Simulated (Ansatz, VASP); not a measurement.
This is a calculation of In for VASP 6.6.1.

The input INCAR:

```
SYSTEM = In
PREC = Accurate
ENCUT = 520
EDIFF = 1E-7
ISMEAR = -1
SIGMA = 0.05
LREAL = .False.
LASPH = .True.
NELM = 60
ALGO = Normal
ISIF = 2
LWAVE = .False.
LCHARG = .False.
GGA = PE
NBANDS = 34
```

KPOINTS

```
regular mesh
0
Gamma
  9 9 3
  0 0 0
```

File POSCAR:

```
In
1.0
    3.4298183353      0.0000000000      0.0000000000
   -1.7149091677      2.9703098087      0.0000000000
    0.0000000000      0.0000000000     11.0115211223
In
4
Direct
    0.6666666667      0.3333333333      0.7500000000
    0.0000000000      0.0000000000      0.5000000000
    0.3333333333      0.6666666667      0.2500000000
    0.0000000000      0.0000000000      0.0000000000
```

Potentials or basis: VASP PAW PBE potentials, release 64 (In_d).

Run with:

```console
$ cat potpaw_PBE.64/In_d/POTCAR > POTCAR
$ mpirun -np 1 vasp_std > vasp.out
```

Problem. Set up the same calculation for Ansatz 0.2.0. Potentials there: Ansatz PAW.

Solution. As run (the cutoff follows the program's own potentials):

The input input.yaml:

```yaml
crystal:
  lattice:
    - [3.4298183353, 0.0, 0.0]
    - [-1.7149091677, 2.9703098087, 0.0]
    - [0.0, 0.0, 11.0115211223]
  atoms:
    - { symbol: In, position: [0.6666666667, 0.3333333333, 0.75] }
    - { symbol: In, position: [0.0, 0.0, 0.5] }
    - { symbol: In, position: [0.3333333333, 0.6666666667, 0.25] }
    - { symbol: In, position: [0.0, 0.0, 0.0] }
hamiltonian:
  xc: pbe
  pseudopotentials: { kind: paw }
kpoints:
  mp_grid: { grid: [9, 9, 3] }
scf:
  occupations: { method: fermi_dirac, width: 0.05 }
output:
  forces: true
  stress: true
  eigenvalues: true
```

Potentials or basis: Ansatz PAW.

Command:

```console
$ ansatz run input.yaml --threads 2 --pin off --max-ram 5120MiB --backend cpu --events-out ev --progress --plain --runs-dir out
```

Both were run:

|  | VASP | Ansatz | Ansatz less VASP |
| --- | --- | --- | --- |
| gap on the k mesh at the Fermi level (eV) | none | none | - |
| pressure (GPa) | -0.6 | -0.6 | +0.03 |
| traceless stress, the component that is largest in VASP (GPa) | 0.36 | 0.36 | -0.001 |

A gap of «none» marks a metal or a gap that the smearing closes. The functional is the same, so the differences come from potentials, cutoffs and numerics.
